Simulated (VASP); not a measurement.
# SiC in VASP: a series of runs

SiC is run at these levels: PBE; tasks: single point.

All numbers are computed with VASP 6.6.1; they aren't measurements. Logs are shortened: lines on timing, memory, paths and dates and some standing lists are left out, and cuts for length are marked.

## 1. The cell of the first run

The typed cell holds 2 atoms: a = 2.636 Å, b = 2.636 Å, c = 2.638 Å, α = 90.00°, β = 90.00°, γ = 90.00°.

## 2. Single point, PBE

The input, INCAR:

```
PREC = Accurate
ENCUT = 520
EDIFF = 1E-6
ISMEAR = 0
SIGMA = 0.1
LREAL = False
LASPH = True
NELM = 100
ALGO = Normal
ISIF = 2
LWAVE = False
LCHARG = False
GGA = PE
NBANDS = 11
```

The input, KPOINTS:

```
regular mesh
0
Gamma
  6 6 6
```

The input, POSCAR:

```
SiC
1.0
    2.6361698248      0.0000000000      0.0000000000
    0.0000000000      2.6361698248      0.0000000000
    0.0000000000      0.0000000000      2.6381802402
Si C
1 1
Direct
    0.5000000000      0.5000000000      0.5000000000
    0.0000000000      0.0000000000      0.0000000000
```

Potentials or basis: VASP PAW PBE potentials, release 64 (Si, C).

The run is started by

```sh
> cat potpaw_PBE.64/Si/POTCAR potpaw_PBE.64/C/POTCAR > POTCAR
> mpirun -np 1 vasp_std > vasp.out
```

OUTCAR:

```text
PREC = Accurate
   ENCUT = 520
   EDIFF = 1E-6
   ISMEAR = 0
   LREAL = False
   LASPH = True
   NELM = 100
   ISIF = 2
   GGA = PE

 ion  position               nearest neighbor table
   1  0.500  0.500  0.500-   2 2.28   2 2.28   2 2.28   2 2.28   2 2.28   2 2.28   2 2.28   2 2.28

   2  0.000  0.000  0.000-   1 2.28   1 2.28   1 2.28   1 2.28   1 2.28   1 2.28   1 2.28   1 2.28

  LATTYP: Found a simple tetragonal cell.
 ALAT       =     2.6361698248
 C/A-ratio  =     1.0007626274

  Lattice vectors:

 A1 = (   2.6361698248,   0.0000000000,   0.0000000000)
 A2 = (   0.0000000000,   2.6361698248,   0.0000000000)
 A3 = (   0.0000000000,   0.0000000000,   2.6381802402)

Analysis of symmetry for initial positions (statically):
=====================================================================
 Subroutine PRICEL returns:
 Original cell was already a primitive cell.

 Routine SETGRP: Setting up the symmetry group for a
 simple tetragonal supercell.

 Subroutine GETGRP returns: Found 16 space group operations
 (whereof 16 operations were pure point group operations)
 out of a pool of 16 trial point group operations.

The static configuration has the point symmetry D_4h.

Analysis of symmetry for dynamics (positions and initial velocities):
=====================================================================
 Subroutine PRICEL returns:
 Original cell was already a primitive cell.

 Routine SETGRP: Setting up the symmetry group for a
 simple tetragonal supercell.

 Subroutine GETGRP returns: Found 16 space group operations
 (whereof 16 operations were pure point group operations)
 out of a pool of 16 trial point group operations.

The dynamic configuration has the point symmetry D_4h.

 Subroutine INISYM returns: Found 16 space group operations
 (whereof 16 operations are pure point group operations),
 and found     1 'primitive' translations

----------------------------------------------------------------------------------------

                                     Primitive cell

  volume of cell :      18.3337

  direct lattice vectors                    reciprocal lattice vectors
     2.636169825  0.000000000  0.000000000     0.379338232  0.000000000  0.000000000
     0.000000000  2.636169825  0.000000000     0.000000000  0.379338232  0.000000000
     0.000000000  0.000000000  2.638180240     0.000000000  0.000000000  0.379049158

  length of vectors
     2.636169825  2.636169825  2.638180240     0.379338232  0.379338232  0.379049158

[... 84 lines left out ...]
   IBRION =     -1    ionic relax: 0-MD 1-quasi-New 2-CG
   NFREE  =      0    steps in history (QN), initial steepest desc. (CG)
   ISIF   =      2    stress and relaxation
   ISYM   =      2    0-nonsym 1-usesym 2-fastsym
   POTIM  = 0.5000    time-step for ionic-motion
   TEBEG  =    0.0;   TEEND  =   0.0 temperature during run
   PSTRESS=    0.0 pullay stress
   NELECT =       8.0000    total number of electrons
   NUPDOWN=      -1.0000    fix difference up-down
   EMIN   =  10.00;   EMAX   =-10.00  energy-range for DOS
   EFERMI =   0.00;   METHOD = LEGACY
   ISMEAR =     0;   SIGMA  =   0.10  broadening in eV -4-tet -1-fermi 0-gaus
   EFERMI_NEDOS =   21; number of points for ismear=-14 and -15
   IALGO  =     38    algorithm
   IMIX   =      4    mixing-type and parameters
     AMIX     =   0.40;   BMIX     =  1.00
     AMIX_MAG =   1.60;   BMIX_MAG =  1.00
  volume/ion in A,a.u.               =       9.17        61.86
  Fermi-wavevector in a.u.,A,eV,Ry     =   1.241713  2.346497 20.978145  1.541850
  Thomas-Fermi vector in A             =   2.376098
   LORBIT       =      0    0 simple, 1 ext, 2 COOP (PROOUT), +10 PAW based schemes
   GGA     = PE    functional components
   LHFCALC =     F    Hartree Fock is set to
   AEXX    =    0.0000 exact exchange contribution
   IVDW    =     0    specifies the selected vdW correction
   LEPSILON=     F    determine dielectric tensor
   LRPA    =     F    only Hartree local field effects (RPA)
 non-spin polarized calculation
 Gauss-broadening in eV      SIGMA  =   0.10
  energy-cutoff  :      520.00
  volume of cell :       18.33
 maximum number of plane-waves:       512
 NGX is ok and might be reduce to    20
   NGX =  9   NGY =  9   NGZ =  9

 number of electron       7.9999999 magnetization

 Free energy of the ion-electron system (eV)
  ---------------------------------------------------
  ext. energy  EPLUGINS =         0.00000000
  ---------------------------------------------------
  free energy    TOTEN  =       -10.95079110 eV

  energy without entropy =      -10.94727244  energy(sigma->0) =      -10.94903177

 E-fermi :  11.1624     XC(G=0): -12.4212

 val. band max:       11.0780949913   @ k =   0.5000   0.1667   0.3333
 cond. band min:      11.4578116191   @ k =   0.3333   0.0000   0.0000
 fundamental gap:      0.3797166279
 Fermi energy:        11.1623520541

 k-point     1 :       0.0000    0.0000    0.0000
  band No.  band energies     occupation
      1      -6.3273      2.00000
      2      10.1170      2.00000
      3      10.1387      2.00000
      4      10.1387      2.00000
      5      12.8024      0.00000
      6      16.2124      0.00000
      7      16.2229      0.00000
      8      24.0352      0.00000
      9      24.0451      0.00000
     10      24.0451      0.00000
     11      31.4467      0.00000
[... 309 lines left out ...]
 k-point    24 :       0.5000    0.0000    0.3333
  band No.  band energies     occupation
      1      -0.3251      2.00000
      2       1.4863      2.00000
      3       5.7592      2.00000
      4       8.5881      2.00000
      5      13.2097      0.00000
      6      19.2464      0.00000
      7      19.5665      0.00000
      8      20.7166      0.00000
      9      25.3464      0.00000
     10      25.6881      0.00000
     11      26.9113      0.00000

 [... further k-points ...]
[... 5 lines left out ...]
  --------------------------------------------------------------------------------------
  -------------------------------------------------------------------------------------
  Total        0.0399957      0.0399957     -0.0132215      0.0000000     -0.0000000      0.0000000
  in kB        3.4952025      3.4952025     -1.1554219      0.0000000     -0.0000000      0.0000000
  external PRESSURE =       1.9449944 kB  Pullay stress =       0.0000000 kB

 VOLUME and BASIS-vectors are now :
 -----------------------------------------------------------------------------
  energy-cutoff  :      520.00
  volume of cell :       18.33
      direct lattice vectors                 reciprocal lattice vectors
     2.636169825  0.000000000  0.000000000     0.379338232  0.000000000  0.000000000
     0.000000000  2.636169825  0.000000000     0.000000000  0.379338232  0.000000000
     0.000000000  0.000000000  2.638180240     0.000000000  0.000000000  0.379049158

 POSITION                                       TOTAL-FORCE (eV/Angst)
 -----------------------------------------------------------------------------------
      1.31808      1.31808      1.31909         0.000000      0.000000      0.000000
      0.00000      0.00000      0.00000         0.000000      0.000000      0.000000
 -----------------------------------------------------------------------------------
    total drift:                               -0.000000      0.000000     -0.000000

  FREE ENERGIE OF THE ION-ELECTRON SYSTEM (eV)
  ---------------------------------------------------
  free  energy   TOTEN  =       -10.9507911011 eV

  energy  without entropy=      -10.9472724382  energy(sigma->0) =      -10.94903177
```

OSZICAR:

```text
N       E                     dE             d eps       ncg     rms          rms(c)
DAV:   1     0.419628235287E+01    0.41963E+01   -0.41586E+03   880   0.677E+02
DAV:   2    -0.109429610993E+02   -0.15139E+02   -0.14417E+02  1122   0.911E+01
DAV:   3    -0.114269433994E+02   -0.48398E+00   -0.47590E+00  1083   0.131E+01
DAV:   4    -0.114281206815E+02   -0.11773E-02   -0.11771E-02   974   0.763E-01
DAV:   5    -0.114281233728E+02   -0.26913E-05   -0.26917E-05  1089   0.359E-02    0.519E+00
DAV:   6    -0.109624785204E+02    0.46564E+00   -0.22464E+00   889   0.629E+00    0.230E+00
DAV:   7    -0.109555279659E+02    0.69506E-02   -0.60573E-02   958   0.167E+00    0.118E+00
DAV:   8    -0.109511216225E+02    0.44063E-02   -0.99406E-03   934   0.644E-01    0.139E-01
DAV:   9    -0.109507881693E+02    0.33345E-03   -0.11469E-03  1035   0.155E-01    0.557E-02
DAV:  10    -0.109508016154E+02   -0.13446E-04   -0.18124E-04  1000   0.745E-02    0.219E-02
DAV:  11    -0.109507918714E+02    0.97440E-05   -0.29784E-05   988   0.251E-02    0.838E-03
DAV:  12    -0.109507911011E+02    0.77022E-06   -0.31842E-06   892   0.954E-03
   1 F= -.10950791E+02 E0= -.10949032E+02  d E =-.351866E-02
```

stdout:

```text
POSCAR found type information on POSCAR SiC
 POSCAR found :  2 types and       2 ions
 scaLAPACK will be used
 LDA part: xc-table for (Slater+PW92), standard interpolation
 POSCAR, INCAR and KPOINTS ok, starting setup
 FFT: planning ... GRIDC
 FFT: planning ... GRID_SOFT
 FFT: planning ... GRID
 WAVECAR not read
 entering main loop
```

It took 2.8 s on 1 thread of Intel Xeon 6975P-C (Granite Rapids), shared host; peak memory 0.12 GiB.

Results:

```
Free energy            : -10.9508 eV
Pressure               : 0.2 GPa
Band gap on the k mesh : zero (band 4 reaches 12.46 eV, above the bottom of band 5 at 8.80 eV)
```

Caveat: the k points lie up to 0.40 Å⁻¹ apart.

[end of part 1 of 2]
